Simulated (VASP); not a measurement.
Wanted: the native input for a VASP 6.6.1 run.

```
Task                   : single point
Functional             : PBE
Potentials or basis    : VASP PAW PBE potentials, release 64 (Cl)
Cutoff                 : 520 eV
k mesh                 : 38 × 38 × 38
Occupations            : fermi-dirac, width 0.0612256 eV
Spin                   : no spin polarisation
Dipole correction      : no
Further INCAR settings : ALGO = Normal; EDIFF = 1e-06; NBANDS = 10
```

The structure of Cl lies in POSCAR:

```
Cl
1.0
    2.8239385638      0.0000000000      0.0000000000
    0.0000000000      2.8239385638      0.0000000000
    0.0000000000      0.0000000000      2.8239385638
Cl
1
Direct
    0.0000000000      0.0000000000      0.0000000000
```

These files were run (other wordings do the same):

INCAR

```
SYSTEM = Cl
PREC = Accurate
ENCUT = 520
EDIFF = 1E-6
ISMEAR = -1
SIGMA = 0.06122561905347299
LREAL = .FALSE.
LASPH = .TRUE.
NELM = 100
ALGO = Normal
ISIF = 2
LWAVE = .FALSE.
LCHARG = .FALSE.
GGA = PE
NBANDS = 10
```

KPOINTS

```
Automatic mesh
0
G
  38 38 38
  0 0 0
```

Potentials or basis: VASP PAW PBE potentials, release 64 (Cl).

Run with:

```sh
$ cat potpaw_PBE.64/Cl/POTCAR > POTCAR
$ mpirun -np 1 vasp_std > vasp.out
```

Results of the run:

```
Pressure               : 1.4 GPa
Band gap on the k mesh : zero (an odd number of electrons rules out a gap without spin polarisation)
```

Caveat: an odd number of electrons without spin polarisation forces a metal; a magnetic or distorted state may lie lower.

Run time: 110 s on 1 thread of Intel Xeon 6975P-C (shared host), peak memory 0.38 GiB.
